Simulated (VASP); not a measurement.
# BiTe (I4/mmm) in VASP: a series of runs

The runs below take BiTe through single point, with PBEsol.

Everything below comes from runs of VASP 6.6.1. Logs are shortened: lines on timing, memory, paths and dates and some standing lists are left out, and cuts for length are marked.

**1. The cell of the first run**

The structure is tetragonal, space group I4/mmm (No. 139). Conventional cell: a = 4.438 Å, b = 4.438 Å, c = 6.373 Å, α = 90.00°, β = 90.00°, γ = 90.00°. Bi (site symmetry 4/mmm) has 6 Te at 3.14 to 3.19 Å within 4.1 Å. Te (site symmetry 4/mmm) has 6 Bi at 3.14 to 3.19 Å within 4.1 Å.

**2. Single point, PBEsol (strain -0.030 along x and y, -0.015 along z)**

Contents of INCAR:

```
SYSTEM = BiTe
PREC = Accurate ; ENCUT = 520
EDIFF = 1E-6 ; ISMEAR = 0
SIGMA = 0.15 ; LREAL = .False.
LASPH = .True. ; NELM = 60
ALGO = Normal ; ISIF = 2
LWAVE = .False. ; LCHARG = .False.
GGA = PS ; NBANDS = 18
```

Contents of KPOINTS:

```
Automatic mesh
0
Gamma
  14 14 14
  0 0 0
```

Contents of POSCAR:

```
BiTe
1.0
    0.0000000000      3.1379500000      3.1864750000
    3.1379500000      0.0000000000      3.1864750000
    3.1379500000      3.1379500000      0.0000000000
Bi Te
1 1
Direct
    0.0000000000      0.0000000000      0.0000000000
    0.5000000000      0.5000000000      0.5000000000
```

Potentials or basis: VASP PAW PBE potentials, release 64 (Bi_d, Te).

Started as:

```sh
> cat potpaw_PBE.64/Bi_d/POTCAR potpaw_PBE.64/Te/POTCAR > POTCAR
> mpirun -np 1 vasp_std > vasp.out
```

OUTCAR:

```text
SYSTEM = BiTe
   PREC = Accurate
   ENCUT = 520
   EDIFF = 1E-6
   ISMEAR = 0
   LREAL = .False.
   LASPH = .True.
   NELM = 60
   ISIF = 2
   GGA = PS

 ion  position               nearest neighbor table
   1  0.000  0.000  0.000-   2 3.14   2 3.14   2 3.14   2 3.14   2 3.19   2 3.19
   2  0.500  0.500  0.500-   1 3.14   1 3.14   1 3.14   1 3.14   1 3.19   1 3.19

  LATTYP: Found a body centered tetragonal cell.
 ALAT       =     4.4377314480
 C/A-ratio  =     1.4360828443

  Lattice vectors:

 A1 = (  -3.1379500000,   0.0000000000,   3.1864750000)
 A2 = (   3.1379500000,   0.0000000000,   3.1864750000)
 A3 = (   0.0000000000,   3.1379500000,  -3.1864750000)

Analysis of symmetry for initial positions (statically):
=====================================================================
 Subroutine PRICEL returns:
 Original cell was already a primitive cell.

 Routine SETGRP: Setting up the symmetry group for a
 body centered tetragonal supercell.

 Subroutine GETGRP returns: Found 16 space group operations
 (whereof 16 operations were pure point group operations)
 out of a pool of 16 trial point group operations.

The static configuration has the point symmetry D_4h.

Analysis of symmetry for dynamics (positions and initial velocities):
=====================================================================
 Subroutine PRICEL returns:
 Original cell was already a primitive cell.

 Routine SETGRP: Setting up the symmetry group for a
 body centered tetragonal supercell.

 Subroutine GETGRP returns: Found 16 space group operations
 (whereof 16 operations were pure point group operations)
 out of a pool of 16 trial point group operations.

The dynamic configuration has the point symmetry D_4h.

 Subroutine INISYM returns: Found 16 space group operations
 (whereof 16 operations are pure point group operations),
 and found     1 'primitive' translations

----------------------------------------------------------------------------------------

                                     Primitive cell

  volume of cell :      62.7527

  direct lattice vectors                    reciprocal lattice vectors
     0.000000000  3.137950000  3.186475000    -0.159339696  0.159339696  0.156913203
     3.137950000  0.000000000  3.186475000     0.159339696 -0.159339696  0.156913203
     3.137950000  3.137950000  0.000000000     0.159339696  0.159339696 -0.156913203

  length of vectors
     4.472175436  4.472175436  4.437731448     0.274590661  0.274590661  0.274590661

  position of ions in fractional coordinates (direct lattice)
     0.000000000  0.000000000  0.000000000
     0.500000000  0.500000000  0.500000000

  ion indices of the primitive-cell ions
   primitive index   ion index
                 1           1
                 2           2

----------------------------------------------------------------------------------------

 KPOINTS: Automatic mesh

Automatic generation of k-mesh.
 Grid dimensions read from file:
 generate k-points for:   14   14   14

 Generating k-lattice:

  Cartesian coordinates                     Fractional coordinates (reciprocal lattice)
    -0.011381407  0.011381407  0.011208086     0.071428571 -0.000000000  0.000000000
     0.011381407 -0.011381407  0.011208086    -0.000000000  0.071428571  0.000000000
     0.011381407  0.011381407 -0.011208086     0.000000000  0.000000000  0.071428571

  Length of vectors
     0.019613619  0.019613619  0.019613619

  Shift w.r.t. Gamma in fractional coordinates (k-lattice)
     0.000000000  0.000000000  0.000000000

 Subroutine IBZKPT returns following result:
 ===========================================

 Found    244 irreducible k-points:

 Following reciprocal coordinates:
            Coordinates               Weight
  0.000000  0.000000  0.000000      1.000000
  0.071429  0.000000  0.000000      8.000000
  0.142857  0.000000  0.000000      8.000000
  0.214286  0.000000  0.000000      8.000000
  0.285714  0.000000  0.000000      8.000000
  0.357143  0.000000  0.000000      8.000000
[... 16 lines left out ...]
  0.214286  0.142857  0.000000      8.000000
  0.285714  0.142857  0.000000      8.000000
 [... further k-points ...]
   k-points           NKPTS =    244   k-points in BZ     NKDIM =    244   number of bands    NBANDS=     18
   number of dos      NEDOS =    301   number of ions     NIONS =      2
   total plane-waves  NPLWV =  46656
   dimension x,y,z NGX =    36 NGY =   36 NGZ =   36
   dimension x,y,z NGXF=    72 NGYF=   72 NGZF=   72
   ions per type =               1   1
   NGX,Y,Z   is equivalent  to a cutoff of  13.38, 13.38, 13.49 a.u.
   NGXF,Y,Z  is equivalent  to a cutoff of  26.76, 26.76, 26.97 a.u.
 SYSTEM =  BiTe
   PREC   = accura    normal or accurate (medium, high low for compatibility)
   ISTART =      0    job   : 0-new  1-cont  2-samecut
   ICHARG =      2    charge: 1-file 2-atom 10-const
   ISPIN  =      1    spin polarized calculation?
   LNONCOLLINEAR =      F non collinear calculations
   LSORBIT =      F    spin-orbit coupling
   LASPH  =      T    aspherical Exc in radial PAW
   ENCUT  =  520.0 eV  38.22 Ry    6.18 a.u.   8.32  8.32  8.25*2*pi/ulx,y,z
   NELM   =     60;   NELMIN=  2; NELMDL= -5     # of ELM steps
   EDIFF  = 0.1E-05   stopping-criterion for ELM
   LREAL  =      F    real-space projection
   EDIFFG = 0.1E-04   stopping-criterion for IOM
   NSW    =      0    number of steps for IOM
   IBRION =     -1    ionic relax: 0-MD 1-quasi-New 2-CG
   NFREE  =      0    steps in history (QN), initial steepest desc. (CG)
   ISIF   =      2    stress and relaxation
   ISYM   =      2    0-nonsym 1-usesym 2-fastsym
   POTIM  = 0.5000    time-step for ionic-motion
   TEBEG  =    0.0;   TEEND  =   0.0 temperature during run
   PSTRESS=    0.0 pullay stress
   NELECT =      21.0000    total number of electrons
   NUPDOWN=      -1.0000    fix difference up-down
   EMIN   =  10.00;   EMAX   =-10.00  energy-range for DOS
   EFERMI =   0.00;   METHOD = LEGACY
   ISMEAR =     0;   SIGMA  =   0.15  broadening in eV -4-tet -1-fermi 0-gaus
   EFERMI_NEDOS =   21; number of points for ismear=-14 and -15
   IALGO  =     38    algorithm
   IMIX   =      4    mixing-type and parameters
     AMIX     =   0.40;   BMIX     =  1.00
     AMIX_MAG =   1.60;   BMIX_MAG =  1.00
  volume/ion in A,a.u.               =      31.38       211.74
  Fermi-wavevector in a.u.,A,eV,Ry     =   1.136590  2.147843 17.576500  1.291836
  Thomas-Fermi vector in A             =   2.273295
   LORBIT       =      0    0 simple, 1 ext, 2 COOP (PROOUT), +10 PAW based schemes
   GGA     = PS    functional components
   LHFCALC =     F    Hartree Fock is set to
   AEXX    =    0.0000 exact exchange contribution
   IVDW    =     0    specifies the selected vdW correction
   LEPSILON=     F    determine dielectric tensor
   LRPA    =     F    only Hartree local field effects (RPA)
 non-spin polarized calculation
 Gauss-broadening in eV      SIGMA  =   0.15
  energy-cutoff  :      520.00
  volume of cell :       62.75
 maximum number of plane-waves:      1717
 NGX is ok and might be reduce to    36
   NGX = 17   NGY = 17   NGZ = 17

 number of electron      21.0000001 magnetization

 Free energy of the ion-electron system (eV)
  ---------------------------------------------------
  ext. energy  EPLUGINS =         0.00000000
  ---------------------------------------------------
  free energy    TOTEN  =        -7.97091717 eV

  energy without entropy =       -7.95641785  energy(sigma->0) =       -7.96366751

 E-fermi :   7.4536     XC(G=0):  -9.9334

 val. band max:        7.4491213710   @ k =  -0.4286   0.1429   0.0000
 cond. band min:       7.4586040457   @ k =  -0.2857   0.2143   0.0000
 fundamental gap:      0.0094826747
 Fermi energy:         7.4536038267

 k-point     1 :       0.0000    0.0000    0.0000
  band No.  band energies     occupation
      1     -15.6647      2.00000
      2     -15.6549      2.00000
      3     -15.6515      2.00000
      4     -15.6450      2.00000
      5     -15.6450      2.00000
      6      -6.6481      2.00000
[... 10 lines left out ...]
     17      13.6730      0.00000
     18      13.6958      0.00000

 k-point     2 :       0.0714    0.0000    0.0000
  band No.  band energies     occupation
      1     -15.6650      2.00000
      2     -15.6546      2.00000
      3     -15.6516      2.00000
      4     -15.6448      2.00000
      5     -15.6446      2.00000
      6      -6.5977      2.00000
[... 10 lines left out ...]
     17      14.0244      0.00000
     18      14.1033      0.00000

 k-point     3 :       0.1429    0.0000    0.0000
  band No.  band energies     occupation
      1     -15.6658      2.00000
      2     -15.6543      2.00000
      3     -15.6516      2.00000
      4     -15.6442      2.00000
      5     -15.6436      2.00000
      6      -6.4470      2.00000
[... 10 lines left out ...]
     17      14.8357      0.00000
     18      15.1039      0.00000

 k-point     4 :       0.2143    0.0000    0.0000
  band No.  band energies     occupation
      1     -15.6671      2.00000
      2     -15.6551      2.00000
      3     -15.6506      2.00000
      4     -15.6431      2.00000
      5     -15.6419      2.00000
      6      -6.1978      2.00000
[... 10 lines left out ...]
     17      15.8921      0.00000
     18      16.3169      0.00000

 k-point     5 :       0.2857    0.0000    0.0000
  band No.  band energies     occupation
      1     -15.6687      2.00000
      2     -15.6565      2.00000
      3     -15.6493      2.00000
      4     -15.6417      2.00000
      5     -15.6400      2.00000
      6      -5.8535      2.00000
[... 10 lines left out ...]
     17      16.9587      0.00000
     18      17.4855      0.00000

 k-point     6 :       0.3571    0.0000    0.0000
  band No.  band energies     occupation
      1     -15.6702      2.00000
      2     -15.6578      2.00000
      3     -15.6482      2.00000
      4     -15.6401      2.00000
      5     -15.6381      2.00000
      6      -5.4200      2.00000
[... 10 lines left out ...]
     17      17.1787      0.00000
     18      18.4363      0.00000

 k-point     7 :       0.4286    0.0000    0.0000
  band No.  band energies     occupation
      1     -15.6712      2.00000
      2     -15.6588      2.00000
      3     -15.6476      2.00000
      4     -15.6389      2.00000
      5     -15.6368      2.00000
      6      -4.9107      2.00000
[... 10 lines left out ...]
     17      16.3003      0.00000
     18      17.4960      0.00000

 k-point     8 :       0.5000    0.0000    0.0000
  band No.  band energies     occupation
      1     -15.6716      2.00000
      2     -15.6592      2.00000
      3     -15.6474      2.00000
      4     -15.6385      2.00000
      5     -15.6364      2.00000
      6      -4.4714      2.00000
[... 10 lines left out ...]
     17      15.7377      0.00000
     18      16.7647      0.00000
[... 229 lines left out ...]
     17      15.2107      0.00000
     18      17.0489      0.00000

 k-point    20 :      -0.1429    0.0714    0.0000
  band No.  band energies     occupation
      1     -15.6674      2.00000
      2     -15.6541      2.00000
      3     -15.6494      2.00000
      4     -15.6445      2.00000
      5     -15.6432      2.00000
      6      -6.3255      2.00000
[... 10 lines left out ...]
     17      14.3227      0.00000
     18      15.7251      0.00000

 k-point    21 :      -0.0714    0.0714    0.0000
  band No.  band energies     occupation
      1     -15.6661      2.00000
      2     -15.6539      2.00000
      3     -15.6509      2.00000
      4     -15.6449      2.00000
      5     -15.6443      2.00000
      6      -6.5113      2.00000
[... 10 lines left out ...]
     17      13.8878      0.00000
     18      14.6890      0.00000

 k-point    22 :       0.1429    0.1429    0.0000
  band No.  band energies     occupation
      1     -15.6636      2.00000
      2     -15.6558      2.00000
      3     -15.6550      2.00000
      4     -15.6424      2.00000
      5     -15.6424      2.00000
      6      -6.3934      2.00000
[... 10 lines left out ...]
     17      14.3347      0.00000
     18      14.4880      0.00000

 k-point    23 :       0.2143    0.1429    0.0000
  band No.  band energies     occupation
      1     -15.6635      2.00000
      2     -15.6569      2.00000
      3     -15.6558      2.00000
      4     -15.6411      2.00000
      5     -15.6409      2.00000
      6      -6.2198      2.00000
[... 10 lines left out ...]
     17      14.7899      0.00000
     18      14.9085      0.00000

 k-point    24 :       0.2857    0.1429    0.0000
  band No.  band energies     occupation
      1     -15.6642      2.00000
      2     -15.6586      2.00000
      3     -15.6549      2.00000
      4     -15.6398      2.00000
      5     -15.6390      2.00000
      6      -5.9519      2.00000
[... 10 lines left out ...]
     17      15.6836      0.00000
     18      15.7963      0.00000

 [... further k-points ...]

------------------------ aborting loop because EDIFF is reached ----------------------------------------

  FORCE on cell =-STRESS in cart. coord.  units (eV):
  Direction    XX          YY          ZZ          XY          YZ          ZX
  --------------------------------------------------------------------------------------
  -------------------------------------------------------------------------------------
  Total        1.1781719      1.1781719      0.5778406      0.0000000     -0.0000000      0.0000000
  in kB       30.0806130     30.0806130     14.7531958      0.0000000     -0.0000000      0.0000000
  external PRESSURE =      24.9714739 kB  Pullay stress =       0.0000000 kB

 VOLUME and BASIS-vectors are now :
 -----------------------------------------------------------------------------
  energy-cutoff  :      520.00
  volume of cell :       62.75
      direct lattice vectors                 reciprocal lattice vectors
     0.000000000  3.137950000  3.186475000    -0.159339696  0.159339696  0.156913203
     3.137950000  0.000000000  3.186475000     0.159339696 -0.159339696  0.156913203
     3.137950000  3.137950000  0.000000000     0.159339696  0.159339696 -0.156913203

 POSITION                                       TOTAL-FORCE (eV/Angst)
 -----------------------------------------------------------------------------------
      0.00000      0.00000      0.00000        -0.000000     -0.000000     -0.000000
      3.13795      3.13795      3.18648         0.000000      0.000000      0.000000
 -----------------------------------------------------------------------------------
    total drift:                               -0.000000      0.000000      0.000000

  FREE ENERGIE OF THE ION-ELECTRON SYSTEM (eV)
  ---------------------------------------------------
  free  energy   TOTEN  =        -7.9709171704 eV

  energy  without entropy=       -7.9564178526  energy(sigma->0) =       -7.96366751
```

It took 3.4 min on 1 thread of Intel Xeon Platinum 8259CL at 2.50GHz (Skylake/Cascade Lake), shared host; peak memory 0.41 GiB.

Results:

```
Free energy            : -7.9709 eV
Pressure               : 2.5 GPa
Band gap on the k mesh : zero (an odd number of electrons rules out a gap without spin polarisation)
```

Stress tensor (GPa, compression positive):
```
3.01 0.00 0.00
0.00 3.01 0.00
0.00 0.00 1.48
```

Levels at points of the mesh, in eV from the Fermi level:
| k point | band 7 | band 8 | band 9 | band 10 | band 11 | band 12 | band 13 | band 14 |
| --- | --- | --- | --- | --- | --- | --- | --- | --- |
| (0.00, 0.00, 0.00) | -7.85 | -2.82 | -2.82 | -2.60 | 2.05 | 2.43 | 2.43 | 4.43 |
| (0.50, 0.00, 0.00) | -11.56 | -2.09 | -2.05 | -1.58 | -0.92 | -0.76 | -0.74 | 7.41 |
| (0.50, 0.50, 0.00) | -9.86 | -6.18 | -4.37 | -4.37 | 1.90 | 3.99 | 3.99 | 5.37 |
| (0.50, 0.00, 0.50) | -10.05 | -6.24 | -4.51 | -4.30 | 1.87 | 3.73 | 4.14 | 5.61 |

Caveat: the cell differs from its parent crystal (strain -0.030 along x and y, -0.015 along z); the PAW data sets were made with another functional, which shifts forces and pressure a little; spin-orbit coupling is left out, which moves the levels of the heavy elements.

**3. Single point, PBEsol (strain -0.030 along x and y, +0.000 along z)**

Contents of INCAR:

```
SYSTEM = BiTe
  ALGO = Normal
  EDIFF = 1E-6
  ENCUT = 520
  GGA = PS
  ISIF = 2
  ISMEAR = 0
  LASPH = .True.
  LCHARG = .False.
  LREAL = .False.
  LWAVE = .False.
  NBANDS = 18
  NELM = 60
  PREC = Accurate
  SIGMA = 0.15
```

Contents of KPOINTS:

```
k-points
0
Gamma
  14 14 14
  0 0 0
```

Contents of POSCAR:

```
BiTe
1.0
    0.0000000000      3.1379500000      3.2350000000
    3.1379500000      0.0000000000      3.2350000000
    3.1379500000      3.1379500000      0.0000000000
Bi Te
1 1
Direct
    0.0000000000      0.0000000000      0.0000000000
    0.5000000000      0.5000000000      0.5000000000
```

Potentials or basis: VASP PAW PBE potentials, release 64 (Bi_d, Te).

Started as:

```sh
> cat potpaw_PBE.64/Bi_d/POTCAR potpaw_PBE.64/Te/POTCAR > POTCAR
> mpirun -np 1 vasp_std > vasp.out
```

Wall time 3 min (1 thread of Intel Xeon Platinum 8259CL at 2.50GHz (Skylake/Cascade Lake), shared host); peak memory 0.41 GiB.

The run converged. Its results:

- Free energy: -7.9744 eV
- Pressure: 1.6 GPa
- Band gap on the k mesh: zero (an odd number of electrons rules out a gap without spin polarisation)

Stress tensor (GPa, compression positive):
```
 2.59  0.00  0.00
 0.00  2.59  0.00
 0.00  0.00 -0.37
```

Levels at points of the mesh, in eV from the Fermi level:
```
           k point  band 6  band 7  band 8  band 9  band 10  band 11  band 12  band 13  band 14  band 15
(0.00, 0.00, 0.00)  -13.98   -7.90   -2.84   -2.84    -2.42     1.80     2.53     2.53     4.39     4.63
(0.50, 0.00, 0.00)  -11.85  -11.49   -2.07   -1.99    -1.55    -0.94    -0.70    -0.68     7.38     7.89
(0.50, 0.50, 0.00)  -12.24   -9.73   -6.03   -4.27    -4.27     1.99     3.96     3.96     5.11     8.90
(0.50, 0.00, 0.50)  -11.90  -10.09   -6.14   -4.53    -4.12     1.93     3.47     4.25     5.58     8.74
```

Caveat: the cell differs from its parent crystal (strain -0.030 along x and y, +0.000 along z); the PAW data sets were made with another functional, which shifts forces and pressure a little; spin-orbit coupling is left out, which moves the levels of the heavy elements.
